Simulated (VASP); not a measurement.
# TiSn5 (R-3m) in VASP: a series of runs

TiSn5 is run at these levels: PBE; tasks: relaxation of cell and atoms, single point.

Everything below comes from runs of VASP 6.6.1. Logs are shortened: lines on timing, memory, paths and dates and some standing lists are left out, and cuts for length are marked.

## (1) The cell of the first run

Symmetry: R-3m, No. 166, trigonal system. The conventional cell has a = 5.610 Å, b = 5.610 Å, c = 17.499 Å, α = 90.00°, β = 90.00°, γ = 120.00°. Ti (site symmetry -3m) has 8 Sn at 2.79 to 3.24 Å within 3.7 Å. Within 3.8 Å of Sn (site symmetry 3m) lie 5 Sn at 2.91 to 3.25 Å and 3 Ti at 3.24 Å. Sn (site symmetry 3m) has 1 Ti at 2.79 Å and 7 Sn at 2.91 to 3.25 Å within 3.7 Å. Within 4.0 Å of Sn (site symmetry -3m) lie 8 Sn at 3.05 to 3.24 Å.

The cell was built from a structure type or drawn by symmetry, and may not be a known phase.

## (2) Relaxation of cell and atoms, PBE

Contents of INCAR:

```
PREC = Accurate
ENCUT = 600
EDIFF = 1E-6
ISMEAR = 0
SIGMA = 0.1
LREAL = False
LASPH = True
NELM = 80
ALGO = Fast
ISIF = 3
LWAVE = False
LCHARG = False
GGA = PE
IBRION = 2
NSW = 90
EDIFFG = -0.04
```

Contents of KPOINTS:

```
Automatic mesh
0
Gamma
  6 6 6
```

Contents of POSCAR:

```
TiSn5
1.0
    2.8048910338      1.6194045934      5.8329052175
   -2.8048910338      1.6194045934      5.8329052175
    0.0000000000     -3.2388091869      5.8329052175
Ti Sn
1 5
Direct
    0.0000000000      0.0000000000      0.0000000000
    0.6744707151      0.6744707151      0.6744707151
    0.3255292849      0.3255292849      0.3255292849
    0.8406430544      0.8406430544      0.8406430544
    0.1593569456      0.1593569456      0.1593569456
    0.5000000000      0.5000000000      0.5000000000
```

Potentials or basis: VASP PAW PBE potentials, release 64 (Ti_sv, Sn_d).

Launch:

```console
$ cat potpaw_PBE.64/Ti_sv/POTCAR potpaw_PBE.64/Sn_d/POTCAR > POTCAR
$ mpirun -np 1 vasp_std > vasp.out
```

OUTCAR:

```text
PREC = Accurate
   ENCUT = 600
   EDIFF = 1E-6
   ISMEAR = 0
   LREAL = False
   LASPH = True
   NELM = 80
   ISIF = 3
   GGA = PE
   IBRION = 2
   NSW = 90
   EDIFFG = -0.04

 ion  position               nearest neighbor table
   1  0.000  0.000  0.000-   4 2.79   5 2.79   2 3.24   2 3.24   3 3.24   3 3.24   2 3.24   3 3.24

   2  0.674  0.674  0.674-   4 2.91   6 3.05   1 3.24   1 3.24   1 3.24   3 3.25   3 3.25   3 3.25

   3  0.326  0.326  0.326-   5 2.91   6 3.05   1 3.24   1 3.24   1 3.24   2 3.25   2 3.25   2 3.25

   4  0.841  0.841  0.841-   1 2.79   2 2.91   6 3.24   6 3.24   6 3.24   5 3.25   5 3.25   5 3.25

   5  0.159  0.159  0.159-   1 2.79   3 2.91   6 3.24   6 3.24   6 3.24   4 3.25   4 3.25   4 3.25

   6  0.500  0.500  0.500-   2 3.05   3 3.05   5 3.24   5 3.24   4 3.24   4 3.24   5 3.24   4 3.24

  LATTYP: Found a trigonal (rhomboedric) cell.
 ALAT       =     6.6717814881
 COS(alpha) =     0.6465090041

  Lattice vectors:

 A1 = (   2.8048910338,   1.6194045934,   5.8329052175)
 A2 = (  -2.8048910338,   1.6194045934,   5.8329052175)
 A3 = (   0.0000000000,  -3.2388091869,   5.8329052175)

Analysis of symmetry for initial positions (statically):
=====================================================================
 Subroutine PRICEL returns:
 Original cell was already a primitive cell.

 Routine SETGRP: Setting up the symmetry group for a
 trigonal (rhombohedral) supercell.

 Subroutine GETGRP returns: Found 12 space group operations
 (whereof 12 operations were pure point group operations)
 out of a pool of 12 trial point group operations.

The static configuration has the point symmetry D_3d.

Analysis of symmetry for dynamics (positions and initial velocities):
=====================================================================
 Subroutine PRICEL returns:
 Original cell was already a primitive cell.

 Routine SETGRP: Setting up the symmetry group for a
 trigonal (rhombohedral) supercell.

 Subroutine GETGRP returns: Found 12 space group operations
 (whereof 12 operations were pure point group operations)
 out of a pool of 12 trial point group operations.

The dynamic configuration has the point symmetry D_3d.

 Subroutine INISYM returns: Found 12 space group operations
 (whereof 12 operations are pure point group operations),
 and found     1 'primitive' translations

----------------------------------------------------------------------------------------

                                     Primitive cell

  volume of cell :     158.9672

  direct lattice vectors                    reciprocal lattice vectors
     2.804891034  1.619404593  5.832905217     0.178260044  0.102918485  0.057147051
    -2.804891034  1.619404593  5.832905217    -0.178260044  0.102918485  0.057147051
     0.000000000 -3.238809187  5.832905217     0.000000000 -0.205836969  0.057147051

  length of vectors
     6.671781488  6.671781488  6.671781488     0.213622666  0.213622666  0.213622666

  position of ions in fractional coordinates (direct lattice)
     0.000000000  0.000000000  0.000000000
     0.674470715  0.674470715  0.674470715
     0.325529285  0.325529285  0.325529285
     0.840643054  0.840643054  0.840643054
     0.159356946  0.159356946  0.159356946
     0.500000000  0.500000000  0.500000000

  ion indices of the primitive-cell ions
   primitive index   ion index
                 1           1
                 2           2
                 3           3
                 4           4
                 5           5
                 6           6

----------------------------------------------------------------------------------------

 KPOINTS: Automatic mesh

Automatic generation of k-mesh.
 Grid dimensions read from file:
 generate k-points for:    6    6    6

 Generating k-lattice:

  Cartesian coordinates                     Fractional coordinates (reciprocal lattice)
     0.029710007  0.017153081  0.009524509     0.166666667  0.000000000 -0.000000000
    -0.029710007  0.017153081  0.009524509     0.000000000  0.166666667 -0.000000000
     0.000000000 -0.034306162  0.009524509    -0.000000000 -0.000000000  0.166666667

  Length of vectors
     0.035603778  0.035603778  0.035603778

  Shift w.r.t. Gamma in fractional coordinates (k-lattice)
     0.000000000  0.000000000  0.000000000

 Subroutine IBZKPT returns following result:
 ===========================================

 Found     32 irreducible k-points:

 Following reciprocal coordinates:
            Coordinates               Weight
  0.000000  0.000000  0.000000      1.000000
  0.166667 -0.000000  0.000000      6.000000
  0.333333 -0.000000  0.000000      6.000000
  0.500000 -0.000000  0.000000      3.000000
  0.166667  0.166667  0.000000      6.000000
  0.333333  0.166667  0.000000     12.000000
[... 16 lines left out ...]
  0.500000  0.500000  0.166667      6.000000
 -0.333333  0.500000  0.166667     12.000000
 [... further k-points ...]
   k-points           NKPTS =     32   k-points in BZ     NKDIM =     32   number of bands    NBANDS=     49
   number of dos      NEDOS =    301   number of ions     NIONS =      6
   total plane-waves  NPLWV = 157464
   dimension x,y,z NGX =    54 NGY =   54 NGZ =   54
   dimension x,y,z NGXF=   108 NGYF=  108 NGZF=  108
   ions per type =               1   5
   NGX,Y,Z   is equivalent  to a cutoff of  13.46, 13.46, 13.46 a.u.
   NGXF,Y,Z  is equivalent  to a cutoff of  26.91, 26.91, 26.91 a.u.
 SYSTEM =  unknown system
   PREC   = accura    normal or accurate (medium, high low for compatibility)
   ISTART =      0    job   : 0-new  1-cont  2-samecut
   ICHARG =      2    charge: 1-file 2-atom 10-const
   ISPIN  =      1    spin polarized calculation?
   LNONCOLLINEAR =      F non collinear calculations
   LSORBIT =      F    spin-orbit coupling
   LASPH  =      T    aspherical Exc in radial PAW
   ENCUT  =  600.0 eV  44.10 Ry    6.64 a.u.  13.33 13.33 13.33*2*pi/ulx,y,z
   NELM   =     80;   NELMIN=  2; NELMDL= -5     # of ELM steps
   EDIFF  = 0.1E-05   stopping-criterion for ELM
   LREAL  =      F    real-space projection
   EDIFFG = -.4E-01   stopping-criterion for IOM
   NSW    =     90    number of steps for IOM
   IBRION =      2    ionic relax: 0-MD 1-quasi-New 2-CG
   NFREE  =      1    steps in history (QN), initial steepest desc. (CG)
   ISIF   =      3    stress and relaxation
   ISYM   =      2    0-nonsym 1-usesym 2-fastsym
   POTIM  = 0.5000    time-step for ionic-motion
   TEBEG  =    0.0;   TEEND  =   0.0 temperature during run
   PSTRESS=    0.0 pullay stress
   NELECT =      82.0000    total number of electrons
   NUPDOWN=      -1.0000    fix difference up-down
   EMIN   =  10.00;   EMAX   =-10.00  energy-range for DOS
   EFERMI =   0.00;   METHOD = LEGACY
   ISMEAR =     0;   SIGMA  =   0.10  broadening in eV -4-tet -1-fermi 0-gaus
   EFERMI_NEDOS =   21; number of points for ismear=-14 and -15
   IALGO  =     68    algorithm
   IMIX   =      4    mixing-type and parameters
     AMIX     =   0.40;   BMIX     =  1.00
     AMIX_MAG =   1.60;   BMIX_MAG =  1.00
  volume/ion in A,a.u.               =      26.49       178.79
  Fermi-wavevector in a.u.,A,eV,Ry     =   1.312936  2.481090 23.453741  1.723801
  Thomas-Fermi vector in A             =   2.443294
   LORBIT       =      0    0 simple, 1 ext, 2 COOP (PROOUT), +10 PAW based schemes
   GGA     = PE    functional components
   LHFCALC =     F    Hartree Fock is set to
   AEXX    =    0.0000 exact exchange contribution
   IVDW    =     0    specifies the selected vdW correction
   LEPSILON=     F    determine dielectric tensor
   LRPA    =     F    only Hartree local field effects (RPA)
 conjugate gradient relaxation of ions
 non-spin polarized calculation
 RMM-DIIS sequential band-by-band and
 Gauss-broadening in eV      SIGMA  =   0.10
  energy-cutoff  :      600.00
  volume of cell :      158.97
 maximum number of plane-waves:      5327
 NGX is ok and might be reduce to    54
   NGX = 27   NGY = 27   NGZ = 27

--------------------------------------- Ionic step        1  -------------------------------------------

 number of electron      82.0000006 magnetization

 Free energy of the ion-electron system (eV)
  ---------------------------------------------------
  ext. energy  EPLUGINS =         0.00000000
  ---------------------------------------------------
  free energy    TOTEN  =       -25.90861527 eV

  energy without entropy =      -25.87737415  energy(sigma->0) =      -25.89299471

------------------------ aborting loop because EDIFF is reached ----------------------------------------

  FORCE on cell =-STRESS in cart. coord.  units (eV):
  Direction    XX          YY          ZZ          XY          YZ          ZX
  --------------------------------------------------------------------------------------
  -------------------------------------------------------------------------------------
  Total       -1.7868690     -1.7868690      2.4388313      0.0000000     -0.0000000      0.0000000
  in kB      -18.0092560    -18.0092560     24.5801659      0.0000000     -0.0000000      0.0000000
  external PRESSURE =      -3.8127820 kB  Pullay stress =       0.0000000 kB

 VOLUME and BASIS-vectors are now :
 -----------------------------------------------------------------------------
  energy-cutoff  :      600.00
  volume of cell :      158.97
      direct lattice vectors                 reciprocal lattice vectors
     2.804891034  1.619404593  5.832905217     0.178260044  0.102918485  0.057147051
    -2.804891034  1.619404593  5.832905217    -0.178260044  0.102918485  0.057147051
     0.000000000 -3.238809187  5.832905217     0.000000000 -0.205836969  0.057147051
[... 161 lines left out ...]
 POSITION                                       TOTAL-FORCE (eV/Angst)
 -----------------------------------------------------------------------------------
      0.00000     -3.19555      5.92934        -0.000000     -0.000000     -0.000000
      0.00000     -0.00000     11.98537         0.000000      0.000000     -0.065392
      0.00000     -0.00000      5.80266         0.000000     -0.000000      0.065392
      0.00000     -0.00000     14.95897         0.000000     -0.000000      0.040512
      0.00000     -0.00000      2.82905         0.000000      0.000000     -0.040512
      0.00000     -0.00000      8.89401         0.000000     -0.000000     -0.000000
 -----------------------------------------------------------------------------------
    total drift:                               -0.000000     -0.000000     -0.000000

  FREE ENERGIE OF THE ION-ELECTRON SYSTEM (eV)
  ---------------------------------------------------
  free  energy   TOTEN  =       -25.9557998605 eV

  energy  without entropy=      -25.9244037295  energy(sigma->0) =      -25.94010179

--------------------------------------- Ionic step        6  -------------------------------------------

 number of electron      82.0000005 magnetization

 Free energy of the ion-electron system (eV)
  ---------------------------------------------------
  ext. energy  EPLUGINS =         0.00000000
  ---------------------------------------------------
  free energy    TOTEN  =       -25.95631710 eV

  energy without entropy =      -25.92527177  energy(sigma->0) =      -25.94079443

 E-fermi :   7.7455     XC(G=0): -10.3462

 val. band max:        7.7316054870   @ k =  -0.3333   0.3333   0.0000
 cond. band min:       7.7477124489   @ k =   0.3333   0.3333   0.0000
 fundamental gap:      0.0161069619
 Fermi energy:         7.7454792570

 k-point     1 :       0.0000    0.0000    0.0000
  band No.  band energies     occupation
      1     -49.6978      2.00000
      2     -26.0361      2.00000
      3     -25.9141      2.00000
      4     -25.9141      2.00000
      5     -13.8204      2.00000
      6     -13.7371      2.00000
[... 1237 lines left out ...]
     48      10.7066      0.00000
     49      11.1231      0.00000

 [... further k-points ...]

------------------------ aborting loop because EDIFF is reached ----------------------------------------

  FORCE on cell =-STRESS in cart. coord.  units (eV):
  Direction    XX          YY          ZZ          XY          YZ          ZX
  --------------------------------------------------------------------------------------
  -------------------------------------------------------------------------------------
  Total        0.1098841      0.1098841      0.2249215      0.0000000     -0.0000000      0.0000000
  in kB        1.1219165      1.1219165      2.2964478      0.0000000     -0.0000000      0.0000000
  external PRESSURE =       1.5134269 kB  Pullay stress =       0.0000000 kB

 VOLUME and BASIS-vectors are now :
 -----------------------------------------------------------------------------
  energy-cutoff  :      600.00
  volume of cell :      156.92
      direct lattice vectors                 reciprocal lattice vectors
     2.765629572  1.596736978  5.922516338     0.180790662  0.104379537  0.056282383
    -2.765629572  1.596736978  5.922516338    -0.180790662  0.104379537  0.056282383
     0.000000000 -3.193473956  5.922516338     0.000000000 -0.208759074  0.056282383

 POSITION                                       TOTAL-FORCE (eV/Angst)
 -----------------------------------------------------------------------------------
      0.00000      0.00000      0.00000         0.000000     -0.000000      0.000000
      0.00000     -0.00000     11.96625         0.000000      0.000000     -0.034454
      0.00000     -0.00000      5.80130         0.000000     -0.000000      0.034454
      0.00000     -0.00000     14.94580         0.000000     -0.000000      0.004791
      0.00000     -0.00000      2.82175         0.000000      0.000000     -0.004791
      0.00000     -0.00000      8.88377        -0.000000      0.000000      0.000000
 -----------------------------------------------------------------------------------
    total drift:                                0.000000      0.000000     -0.000000

  FREE ENERGIE OF THE ION-ELECTRON SYSTEM (eV)
  ---------------------------------------------------
  free  energy   TOTEN  =       -25.9563170989 eV

  energy  without entropy=      -25.9252717708  energy(sigma->0) =      -25.94079443

 reached required accuracy - stopping structural energy minimisation
```

It took 50 min on 1 thread of AMD EPYC 9R45 (Zen 5), shared host; peak memory 0.52 GiB.

What came out:

```
Free energy                           : -25.9563 eV
Relaxed volume                        : 26.15 Å³/atom
Relaxed cell                          : a = 6.729 Å, b = 6.729 Å, c = 6.729 Å, α = 48.54°, β = 48.54°, γ = 48.54°
Space group after relaxing (to 0.1 Å) : R-3m (No. 166)
Energy gained by relaxing             : 8.0 meV/atom
Ionic steps                           : 6
Pressure after relaxing               : 0.2 GPa
Largest force after relaxing          : 0.034 eV/Å
Band gap on the k mesh                : zero (bands 41 and 42 overlap by 1.43 eV)
```

Forces on the atoms (eV/Å):
```
Ti   0.000  0.000  0.000
Sn   0.000  0.000 -0.034
Sn   0.000  0.000  0.034
Sn   0.000  0.000  0.005
Sn   0.000  0.000 -0.005
Sn   0.000  0.000  0.000
```

Stress tensor (GPa, compression positive):
```
0.11 0.00 0.00
0.00 0.11 0.00
0.00 0.00 0.23
```

Step by step:
```
step  energy change (eV)  largest force (eV/Å)  pressure (GPa)  volume (Å³)
   1              0.0000                0.1758           -0.38       158.97
   2             -0.0457                0.0829           -0.04       157.46
   3             -0.0461                0.0904           -0.07       157.60
   4             -0.0461                0.0936           -0.09       157.63
   5             -0.0472                0.0654            0.01       157.31
   6             -0.0477                0.0345            0.15       156.92
```

Final structure:
```yaml
crystal:
  lattice:
    - [2.76563, 1.59674, 5.92252]
    - [-2.76563, 1.59674, 5.92252]
    - [0.00000, -3.19347, 5.92252]
  atoms:
    - { symbol: Ti, position: [0.00000, 0.00000, 0.00000] }
    - { symbol: Sn, position: [0.67349, 0.67349, 0.67349] }
    - { symbol: Sn, position: [0.32651, 0.32651, 0.32651] }
    - { symbol: Sn, position: [0.84119, 0.84119, 0.84119] }
    - { symbol: Sn, position: [0.15881, 0.15881, 0.15881] }
    - { symbol: Sn, position: [0.50000, 0.50000, 0.50000] }
```

Levels at points of the mesh, in eV from the Fermi level:
| k point | band 38 | band 39 | band 40 | band 41 | band 42 | band 43 | band 44 | band 45 |
| --- | --- | --- | --- | --- | --- | --- | --- | --- |
| (0.00, 0.00, 0.00) | -1.92 | -1.92 | -1.62 | -1.62 | -1.07 | 0.62 | 0.62 | 0.92 |
| (0.50, 0.00, 0.00) | -1.78 | -1.74 | -0.18 | -0.07 | 0.68 | 0.68 | 1.04 | 1.25 |
| (0.50, 0.50, 0.00) | -1.24 | -1.15 | -0.05 | 0.02 | 0.19 | 0.27 | 0.99 | 1.32 |
| (0.50, 0.50, 0.50) | -2.14 | -1.70 | -1.13 | -1.13 | 0.16 | 0.21 | 0.56 | 0.56 |

Caveat: spin-orbit coupling is left out, which moves the levels of the heavy elements.

## (3) Single point, PBE, collinear spin

This run uses another cell than the first one, of 26.27 Å³/atom.

Contents of INCAR:

```
ALGO = Normal
EDIFF = 1E-6
ENCUT = 520
GGA = PE
ISIF = 2
ISMEAR = 0
ISPIN = 2
LASPH = True
LCHARG = False
LMAXMIX = 4
LORBIT = 11
LREAL = False
LWAVE = False
MAGMOM = 1 0 0 0 0 0
NBANDS = 54
NELM = 150
PREC = Accurate
SIGMA = 0.1
```

Contents of KPOINTS:

```
k-points
0
Gamma
  6 6 6
```

Contents of POSCAR:

```
TiSn5
1.0
    2.7688373447      1.5985889863      5.9354314793
   -2.7688373447      1.5985889863      5.9354314793
    0.0000000000     -3.1971779726      5.9354314793
Ti Sn
1 5
Direct
    0.0000000000      0.0000000000      0.0000000000
    0.6729005817      0.6729005817      0.6729005817
    0.3270994183      0.3270994183      0.3270994183
    0.8411423547      0.8411423547      0.8411423547
    0.1588576453      0.1588576453      0.1588576453
    0.5000000000      0.5000000000      0.5000000000
```

Potentials or basis: VASP PAW PBE potentials, release 64 (Ti_sv, Sn_d).

Launch:

```console
$ cat potpaw_PBE.64/Ti_sv/POTCAR potpaw_PBE.64/Sn_d/POTCAR > POTCAR
$ mpirun -np 1 vasp_std > vasp.out
```

Run time: 34 min. Hardware: 1 thread of Oxide Virtual Turin-like, shared host; peak memory 0.63 GiB.

Results (log left out):

```
Free energy                                           : -25.9912 eV
Pressure                                              : 0.3 GPa
Largest force                                         : 0.062 eV/Å
Net moment                                            : 1.44 μB per cell
Site moments                                          : Ti +1.07; Sn +0.01, -0.01 (each value once) μB
Valence electrons inside the program's atomic spheres : Ti 10.10; Sn 12.22, 12.27, 12.20 (each value once)
```

Forces on the atoms (eV/Å):
```
Ti   0.000  0.000  0.000
Sn   0.000  0.000  0.049
Sn   0.000  0.000 -0.049
Sn   0.000  0.000 -0.062
Sn   0.000  0.000  0.062
Sn   0.000  0.000  0.000
```

Stress tensor (GPa, compression positive):
```
0.09 0.00 0.00
0.00 0.09 0.00
0.00 0.00 0.69
```

Levels at points of the mesh, in eV from the Fermi level:
Spin up:
```
           k point  band 39  band 40  band 41  band 42  band 43  band 44  band 45  band 46
(0.00, 0.00, 0.00)    -1.92    -1.72    -1.72    -1.20     0.46     0.46     0.59     0.59
(0.50, 0.00, 0.00)    -1.77    -0.46    -0.40     0.36     0.41     0.65     1.23     2.11
(0.50, 0.50, 0.00)    -1.16    -0.44    -0.27    -0.04     0.13     0.82     1.03     1.53
(0.50, 0.50, 0.50)    -1.77    -1.27    -1.27     0.08     0.17     0.27     0.27     1.27
```
Spin down:
```csv
k point,band 38,band 39,band 40,band 41,band 42,band 43
"(0.00, 0.00, 0.00)",-1.92,-1.92,-1.52,-1.52,-0.83,0.75
"(0.50, 0.00, 0.00)",-1.69,-1.65,0.13,0.40,1.10,1.21
"(0.50, 0.50, 0.00)",-1.16,-1.16,0.24,0.44,0.48,0.74
"(0.50, 0.50, 0.50)",-2.11,-1.57,-0.98,-0.98,0.14,0.17
```

Caveat: spin-orbit coupling is left out, which moves the levels of the heavy elements.
